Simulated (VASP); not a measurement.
# Ru5C in VASP: relaxation of the atoms with PBE

Aim: the relaxation of the atoms of Ru5C with PBE.

Program: VASP 6.6.1. These are calculated values, not measurements. Logs are shortened: lines on timing, memory, paths and dates and some standing lists are left out, and cuts for length are marked.

**1. The cell of the first run**

The cell holds a slab with vacuum, 6 atoms: a = 2.720 Å, b = 2.720 Å, c = 24.036 Å, α = 90.00°, β = 90.00°, γ = 120.00°.

**2. Relaxation of the atoms, PBE**

INCAR reads:

```
  PREC = Accurate
  ENCUT = 520
  EDIFF = 1E-6
  ISMEAR = 0
  SIGMA = 0.1
  LREAL = False
  LASPH = True
  NELM = 80
  ALGO = Normal
  ISIF = 2
  LWAVE = False
  LCHARG = False
  LDIPOL = True
  IDIPOL = 3
  DIPOL = 0.5 0.5 0.382
  GGA = PE
  IBRION = 2
  NSW = 36
  EDIFFG = -0.025
```

KPOINTS reads:

```
Automatic mesh
0
Gamma
  12 12 1
```

POSCAR reads:

```
Ru5C
1.0
    2.7197977465      0.0000000000      0.0000000000
   -1.3598988732      2.3554139416      0.0000000000
    0.0000000000      0.0000000000     24.0359895925
Ru C
5 1
Selective dynamics
Direct
    0.6666666667      0.3333333333      0.1664171132  F F F
    0.3333333333      0.6666666667      0.2557968275  F F F
    0.6666666667      0.3333333333      0.3452060919  F F F
    0.3333333333      0.6666666667      0.4352311869  F F F
    0.6666666667      0.3333333333      0.5215507997  F F F
    1.0000000000      1.0000000000      0.5664834202  F F T
```

Potentials or basis: VASP PAW PBE potentials, release 64 (Ru_pv, C).

The run is started by

```sh
$ cat potpaw_PBE.64/Ru_pv/POTCAR potpaw_PBE.64/C/POTCAR > POTCAR
$ mpirun -np 1 vasp_std > vasp.out
```

OUTCAR:

```text
PREC = Accurate
   ENCUT = 520
   EDIFF = 1E-6
   ISMEAR = 0
   LREAL = False
   LASPH = True
   NELM = 80
   ISIF = 2
   GGA = PE
   IBRION = 2
   NSW = 36
   EDIFFG = -0.025

 ion  position               nearest neighbor table
   1  0.667  0.333  0.166-   2 2.66   2 2.66   2 2.66
   2  0.333  0.667  0.256-   1 2.66   1 2.66   1 2.66   3 2.66   3 2.66   3 2.66
   3  0.667  0.333  0.345-   2 2.66   2 2.66   2 2.66   4 2.67   4 2.67   4 2.67
   4  0.333  0.667  0.435-   5 2.60   5 2.60   5 2.60   3 2.67   3 2.67   3 2.67
   5  0.667  0.333  0.522-   6 1.91   6 1.91   6 1.91   4 2.60   4 2.60   4 2.60
   6  0.000  0.000  0.566-   5 1.91   5 1.91   5 1.91

  LATTYP: Found a hexagonal cell.
 ALAT       =     2.7197977465
 C/A-ratio  =     8.8374180115

  Lattice vectors:

 A1 = (   2.7197977465,   0.0000000000,   0.0000000000)
 A2 = (  -1.3598988732,   2.3554139416,   0.0000000000)
 A3 = (   0.0000000000,   0.0000000000,  24.0359895925)

Analysis of symmetry for initial positions (statically):
=====================================================================
 Subroutine PRICEL returns:
 Original cell was already a primitive cell.

 Routine SETGRP: Setting up the symmetry group for a
 hexagonal supercell.

 Subroutine GETGRP returns: Found  6 space group operations
 (whereof  6 operations were pure point group operations)
 out of a pool of 24 trial point group operations.

The static configuration has the point symmetry C_3v.

Analysis of symmetry for dynamics (positions and initial velocities):
=====================================================================
 Subroutine PRICEL returns:
 Original cell was already a primitive cell.

 Routine SETGRP: Setting up the symmetry group for a
 hexagonal supercell.

 Subroutine GETGRP returns: Found  6 space group operations
 (whereof  6 operations were pure point group operations)
 out of a pool of 24 trial point group operations.

The dynamic configuration has the point symmetry C_3v.

Analysis of constrained symmetry for selective dynamics:
=====================================================================
 Subroutine PRICEL returns:
 Original cell was already a primitive cell.

 Routine SETGRP: Setting up the symmetry group for a
 hexagonal supercell.

 Subroutine GETGRP returns: Found  6 space group operations
 (whereof  6 operations were pure point group operations)
 out of a pool of 24 trial point group operations.

The constrained configuration has the point symmetry C_3v.

 Subroutine INISYM returns: Found  6 space group operations
 (whereof  6 operations are pure point group operations),
 and found     1 'primitive' translations

----------------------------------------------------------------------------------------

                                     Primitive cell

  volume of cell :     153.9805

  direct lattice vectors                    reciprocal lattice vectors
     2.719797746  0.000000000  0.000000000     0.367674398  0.212276913  0.000000000
    -1.359898873  2.355413942  0.000000000     0.000000000  0.424553826  0.000000000
     0.000000000  0.000000000 24.035989592     0.000000000  0.000000000  0.041604278

  length of vectors
     2.719797746  2.719797746 24.035989592     0.424553826  0.424553826  0.041604278

  position of ions in fractional coordinates (direct lattice)
     0.666666667  0.333333333  0.166417113
     0.333333333  0.666666667  0.255796827
     0.666666667  0.333333333  0.345206092
     0.333333333  0.666666667  0.435231187
     0.666666667  0.333333333  0.521550800
     0.000000000  0.000000000  0.566483420

  ion indices of the primitive-cell ions
   primitive index   ion index
                 1           1
                 2           2
                 3           3
[... 52 lines left out ...]
   number of dos      NEDOS =    301   number of ions     NIONS =      6
   total plane-waves  NPLWV =  72000
   dimension x,y,z NGX =    20 NGY =   20 NGZ =  180
   dimension x,y,z NGXF=    40 NGYF=   40 NGZF=  360
   ions per type =               5   1
   NGX,Y,Z   is equivalent  to a cutoff of  12.22, 12.22, 12.45 a.u.
   NGXF,Y,Z  is equivalent  to a cutoff of  24.45, 24.45, 24.90 a.u.
 SYSTEM =  unknown system
   PREC   = accura    normal or accurate (medium, high low for compatibility)
   ISTART =      0    job   : 0-new  1-cont  2-samecut
   ICHARG =      2    charge: 1-file 2-atom 10-const
   ISPIN  =      1    spin polarized calculation?
   LNONCOLLINEAR =      F non collinear calculations
   LSORBIT =      F    spin-orbit coupling
   LASPH  =      T    aspherical Exc in radial PAW
   ENCUT  =  520.0 eV  38.22 Ry    6.18 a.u.   5.06  5.06 44.69*2*pi/ulx,y,z
   NELM   =     80;   NELMIN=  2; NELMDL= -5     # of ELM steps
   EDIFF  = 0.1E-05   stopping-criterion for ELM
   LREAL  =      F    real-space projection
   EDIFFG = -.3E-01   stopping-criterion for IOM
   NSW    =     36    number of steps for IOM
   IBRION =      2    ionic relax: 0-MD 1-quasi-New 2-CG
   NFREE  =      1    steps in history (QN), initial steepest desc. (CG)
   ISIF   =      2    stress and relaxation
   ISYM   =      2    0-nonsym 1-usesym 2-fastsym
   POTIM  = 0.5000    time-step for ionic-motion
   TEBEG  =    0.0;   TEEND  =   0.0 temperature during run
   PSTRESS=    0.0 pullay stress
   NELECT =      74.0000    total number of electrons
   NUPDOWN=      -1.0000    fix difference up-down
   EMIN   =  10.00;   EMAX   =-10.00  energy-range for DOS
   EFERMI =   0.00;   METHOD = LEGACY
   ISMEAR =     0;   SIGMA  =   0.10  broadening in eV -4-tet -1-fermi 0-gaus
   EFERMI_NEDOS =   21; number of points for ismear=-14 and -15
   IALGO  =     38    algorithm
   IMIX   =      4    mixing-type and parameters
     AMIX     =   0.40;   BMIX     =  1.00
     AMIX_MAG =   1.60;   BMIX_MAG =  1.00
  volume/ion in A,a.u.               =      25.66       173.19
  Fermi-wavevector in a.u.,A,eV,Ry     =   1.282321  2.423235 22.372704  1.644347
  Thomas-Fermi vector in A             =   2.414639
   LORBIT       =      0    0 simple, 1 ext, 2 COOP (PROOUT), +10 PAW based schemes
   GGA     = PE    functional components
   LHFCALC =     F    Hartree Fock is set to
   AEXX    =    0.0000 exact exchange contribution
   IVDW    =     0    specifies the selected vdW correction
   LEPSILON=     F    determine dielectric tensor
   LRPA    =     F    only Hartree local field effects (RPA)
 conjugate gradient relaxation of ions
 non-spin polarized calculation
 Gauss-broadening in eV      SIGMA  =   0.10
  energy-cutoff  :      520.00
  volume of cell :      153.98
 maximum number of plane-waves:      4185
   NGX = 11   NGY = 11   NGZ = 89

--------------------------------------- Ionic step        1  -------------------------------------------

 number of electron      74.0000015 magnetization

 Free energy of the ion-electron system (eV)
  ---------------------------------------------------
  ext. energy  EPLUGINS =         0.00000000
  ---------------------------------------------------
  free energy    TOTEN  =       -50.94374489 eV

  energy without entropy =      -50.91410286  energy(sigma->0) =      -50.92892387

------------------------ aborting loop because EDIFF is reached ----------------------------------------

  FORCE on cell =-STRESS in cart. coord.  units (eV):
  Direction    XX          YY          ZZ          XY          YZ          ZX
  --------------------------------------------------------------------------------------
  -------------------------------------------------------------------------------------
  Total        5.5890265      5.5890265      5.2898458      0.0000000      0.0000000      0.0000000
  in kB       58.1541737     58.1541737     55.0411796      0.0000000      0.0000000      0.0000000
  external PRESSURE =      57.1165090 kB  Pullay stress =       0.0000000 kB
[... 21 lines left out ...]
  FREE ENERGIE OF THE ION-ELECTRON SYSTEM (eV)
  ---------------------------------------------------
  free  energy   TOTEN  =       -50.9437448881 eV

  energy  without entropy=      -50.9141028608  energy(sigma->0) =      -50.92892387

 dipolmoment           0.000000      0.000000     -0.004825 electrons x Angstroem

--------------------------------------- Ionic step        2  -------------------------------------------

 number of electron      74.0000015 magnetization

------------------------ aborting loop because EDIFF is reached ----------------------------------------

 vacuum level on the upper side and lower side of the slab       (xc-potential included)         0.031        -0.308

  FORCE on cell =-STRESS in cart. coord.  units (eV):
  Direction    XX          YY          ZZ          XY          YZ          ZX
  --------------------------------------------------------------------------------------
  -------------------------------------------------------------------------------------
  Total        4.3781570      4.3781570      4.3111017      0.0000000      0.0000000      0.0000000
  in kB       45.5550006     45.5550006     44.8572860      0.0000000      0.0000000      0.0000000
  external PRESSURE =      45.3224291 kB  Pullay stress =       0.0000000 kB
[... 27 lines left out ...]
--------------------------------------- Ionic step        3  -------------------------------------------

 number of electron      74.0000015 magnetization

 dipolmoment           0.000000      0.000000      0.010783 electrons x Angstroem

 Free energy of the ion-electron system (eV)
  ---------------------------------------------------
  ext. energy  EPLUGINS =         0.00000000
  ---------------------------------------------------
  free energy    TOTEN  =       -50.98034171 eV

  energy without entropy =      -50.95325173  energy(sigma->0) =      -50.96679672

 E-fermi :   3.2882     XC(G=0):  -7.4770

 val. band max:        3.2675041605   @ k =   0.2500  -0.0000   0.0000
 cond. band min:       3.3307738926   @ k =   0.1667   0.0000   0.0000
 fundamental gap:      0.0632697321
 Fermi energy:         3.2882340382

 k-point     1 :       0.0000    0.0000    0.0000
  band No.  band energies     occupation
      1     -40.6228      2.00000
      2     -40.1747      2.00000
      3     -40.0649      2.00000
      4     -40.0649      2.00000
      5     -39.8121      2.00000
      6     -39.4628      2.00000
[... 882 lines left out ...]
     43       5.8648      0.00000
     44       8.4937      0.00000

------------------------ aborting loop because EDIFF is reached ----------------------------------------

 vacuum level on the upper side and lower side of the slab       (xc-potential included)        -0.011        -0.362

  FORCE on cell =-STRESS in cart. coord.  units (eV):
  Direction    XX          YY          ZZ          XY          YZ          ZX
  --------------------------------------------------------------------------------------
  -------------------------------------------------------------------------------------
  Total        3.8597473      3.8597473      3.8534387      0.0000000     -0.0000000      0.0000000
  in kB       40.1609149     40.1609149     40.0952729      0.0000000     -0.0000000      0.0000000
  external PRESSURE =      40.1390342 kB  Pullay stress =       0.0000000 kB
[... 21 lines left out ...]
  FREE ENERGIE OF THE ION-ELECTRON SYSTEM (eV)
  ---------------------------------------------------
  free  energy   TOTEN  =       -50.9803417123 eV

  energy  without entropy=      -50.9532517299  energy(sigma->0) =      -50.96679672

 reached required accuracy - stopping structural energy minimisation

 vacuum level on the upper side and lower side of the slab         8.649         8.272
```

It took 4.3 min on 1 thread of Intel Xeon 6975P-C (Granite Rapids), shared host; peak memory 0.32 GiB.

What came out:

| Item | Value |
| --- | --- |
| Free energy | -50.9803 eV |
| Energy gained by relaxing | 6.1 meV/atom |
| Ionic steps | 3 |
| Band gap on the k mesh | zero (bands 37 and 38 overlap by 2.20 eV) |

Step by step:
| step | energy change (eV) | largest force on free atoms (eV/Å) | pressure (GPa) |
| --- | --- | --- | --- |
| 1 | 0.0000 | 1.0306 | 5.71 |
| 2 | -0.0331 | 0.3108 | 4.53 |
| 3 | -0.0366 | 0.0003 | 4.01 |

Final structure:
```xyz
6
Lattice="2.7198 0.0000 0.0000 -1.3599 2.3554 0.0000 0.0000 0.0000 24.0360" Properties=species:S:1:pos:R:3 pbc="T T T"
Ru    1.3599    0.7851    4.0000
Ru    0.0000    1.5703    6.1483
Ru    1.3599    0.7851    8.2974
Ru    0.0000    1.5703   10.4612
Ru    1.3599    0.7851   12.5360
C     0.0000    0.0000   13.6888
```

Levels at points of the mesh, in eV from the Fermi level:
| k point | band 33 | band 34 | band 35 | band 36 | band 37 | band 38 | band 39 | band 40 |
| --- | --- | --- | --- | --- | --- | --- | --- | --- |
| (0.00, 0.00, 0.00) | -1.87 | -1.87 | -1.35 | -1.35 | -0.71 | -0.70 | -0.70 | 0.05 |
| (0.50, 0.00, 0.00) | -0.39 | -0.09 | 0.37 | 0.58 | 1.21 | 1.27 | 1.43 | 1.58 |

The gap in the log of VASP goes by the Fermi energy; the results here count the filled bands.